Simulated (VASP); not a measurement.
A run of VASP 6.6.1:

File INCAR:

```
ALGO = Normal
EDIFF = 1E-6
ENCUT = 600
GGA_COMPAT = False
ISIF = 2
ISMEAR = 0
LASPH = True
LCHARG = False
LREAL = False
LWAVE = False
NBANDS = 11
NELM = 120
PREC = Accurate
SIGMA = 0.02
```

Contents of KPOINTS:

```
k-points
0
Gamma
  12 12 12
```

The input POSCAR:

```
C
1.0
    0.0000000000      1.7657234629      1.7657234629
    1.7657234629      0.0000000000      1.7657234629
    1.7657234629      1.7657234629      0.0000000000
C
2
Direct
    0.0000000000      0.0000000000      0.0000000000
    0.2500000000      0.2500000000      0.2500000000
```

Potentials or basis: VASP PAW LDA potentials, release 64 (C).

The run is started by

```bash
$ cat potpaw_LDA.64/C/POTCAR > POTCAR
$ mpirun -np 1 vasp_std > vasp.out
```

Hardware: 1 thread of Intel(R) Xeon(R) 6975P-C (Granite Rapids), with other jobs on the host.

Q: Estimate the wall time of this run.

A: Run time: 3.4 s on 1 thread of Intel(R) Xeon(R) 6975P-C (Granite Rapids), on a shared host, peak memory 0.11 GiB. Counts: scf iterations 11, k points 72.
